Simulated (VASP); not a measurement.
Here is a VASP 6.6.1 calculation.

File INCAR:

```
ALGO = Normal
EDIFF = 1E-7
ENCUT = 520
GGA = PE
ISIF = 2
ISMEAR = 0
LASPH = True
LCHARG = True
LELF = True
LREAL = False
LVHAR = True
LWAVE = False
NBANDS = 28
NELM = 60
PREC = Accurate
SIGMA = 0.15
```

Contents of KPOINTS:

```
k-points
0
Gamma
  12 12 10
```

Contents of POSCAR:

```
SnO
1.0
    3.8020000000      0.0000000000      0.0000000000
    0.0000000000      3.8020000000      0.0000000000
    0.0000000000      0.0000000000      4.8360000000
Sn O
2 2
Direct
    0.0000000000      0.5000000000      0.2385000000
    0.5000000000      0.0000000000      0.7615000000
    0.0000000000      0.0000000000      0.0000000000
    0.5000000000      0.5000000000      0.0000000000
```

Potentials or basis: VASP PAW PBE potentials, release 64 (Sn_d, O).

Run with:

```bash
$ cat potpaw_PBE.64/Sn_d/POTCAR potpaw_PBE.64/O/POTCAR > POTCAR
$ mpirun -np 1 vasp_std > vasp.out
```

(1) Predict the largest force.

(2) What does it give for the pressure?

Results:

(1) 0.438 eV/Å.

(2) 4.4 GPa.
